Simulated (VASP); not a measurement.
Set up this calculation in VASP 6.6.1, as the native input.

```
Task                   : single point
Functional             : PBE
Potentials or basis    : VASP PAW PBE potentials, release 64 (Sr_sv, W_sv)
Cutoff                 : 520 eV
k mesh                 : 6 × 6 × 6
Occupations            : gaussian, width 0.1 eV
Spin                   : no spin polarisation
Dipole correction      : no
Further INCAR settings : ALGO = Normal; EDIFF = 1e-06; NBANDS = 34
```

The structure of SrW3 lies in POSCAR:

```
SrW3
1.0
   -2.0848555099      2.0848555099      4.6570798404
    2.0848555099     -2.0848555099      4.6570798404
    2.0848555099      2.0848555099     -4.6570798404
Sr W
1 3
Direct
    0.0000000000      0.0000000000      0.0000000000
    0.5000000000      0.5000000000      0.0000000000
    0.2500000000      0.7500000000      0.5000000000
    0.7500000000      0.2500000000      0.5000000000
```

These files were run (other wordings do the same):

INCAR

```
SYSTEM = SrW3
ALGO = Normal ; EDIFF = 1E-6
ENCUT = 520 ; GGA = PE
ISIF = 2 ; ISMEAR = 0
LASPH = .TRUE. ; LCHARG = .FALSE.
LREAL = .FALSE. ; LWAVE = .FALSE.
NBANDS = 34 ; NELM = 80
PREC = Accurate ; SIGMA = 0.1
```

KPOINTS

```
k-points
0
G
  6 6 6
  0 0 0
```

Potentials or basis: VASP PAW PBE potentials, release 64 (Sr_sv, W_sv).

Launch:

```bash
$ cat potpaw_PBE.64/Sr_sv/POTCAR potpaw_PBE.64/W_sv/POTCAR > POTCAR
$ mpirun -np 1 vasp_std > vasp.out
```

Results of the run:

| Property | Result |
| --- | --- |
| Pressure | -6.7 GPa |
| Band gap on the k mesh | zero (bands 26 and 27 overlap by 1.23 eV) |

Caveat: the cell stands under tension; spin-orbit coupling is left out, which moves the levels of the heavy elements.

It took 2.4 min on 1 thread of Intel(R) Xeon(R) Platinum 8259CL CPU @ 2.50GHz (Skylake/Cascade Lake), on a shared host, peak memory 0.28 GiB.
